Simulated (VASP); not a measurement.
A run of VASP 6.6.1:

File POSCAR:

```
KMgF3
1.0
    3.9802385496      0.0000000000      0.0000000000
    0.0000000000      3.9802385496      0.0000000000
    0.0000000000      0.0000000000      3.9802385496
K Mg F
1 1 3
Direct
    0.0000000000      0.0000000000      0.0000000000
    0.5000000000      0.5000000000      0.5000000000
    0.5000000000      0.5000000000      0.0000000000
    0.5000000000      0.0000000000      0.5000000000
    0.0000000000      0.5000000000      0.5000000000
```

The input INCAR.step1:

```
PREC = Accurate
ENCUT = 520
ISMEAR = -1
SIGMA = 0.02
LREAL = False
LASPH = True
NELM = 100
NBANDS = 24
GGA = PE
ALGO = Normal
EDIFF = 1E-4
LWAVE = True
LCHARG = False
```

File INCAR.step2:

```
PREC = Accurate
ENCUT = 520
EDIFF = 1E-7
ISMEAR = -1
SIGMA = 0.02
LREAL = False
LASPH = True
NELM = 100
ALGO = Normal
ISIF = 2
LWAVE = False
LCHARG = False
METAGGA = R2SCAN
LMIXTAU = True
NBANDS = 24
ISTART = 1
```

KPOINTS

```
Automatic mesh
0
Gamma
  6 6 6
```

Potentials or basis: VASP PAW PBE potentials, release 64 (K_sv, Mg, F).

Launch:

```bash
$ cat potpaw_PBE.64/K_sv/POTCAR potpaw_PBE.64/Mg/POTCAR potpaw_PBE.64/F/POTCAR > POTCAR
$ cp INCAR.step1 INCAR
$ mpirun -np 1 vasp_std > vasp.out
$ cp INCAR.step2 INCAR
$ mpirun -np 1 vasp_std > vasp.out
```

Hardware: 1 thread of Intel(R) Xeon(R) Platinum 8488C (Sapphire Rapids), with other jobs on the host.

Task: Estimate the wall time of this run.

Result: Run time: 2 min on 1 thread of Intel(R) Xeon(R) Platinum 8488C (Sapphire Rapids) (shared host), peak memory 0.18 GiB. Counts: k points 20.
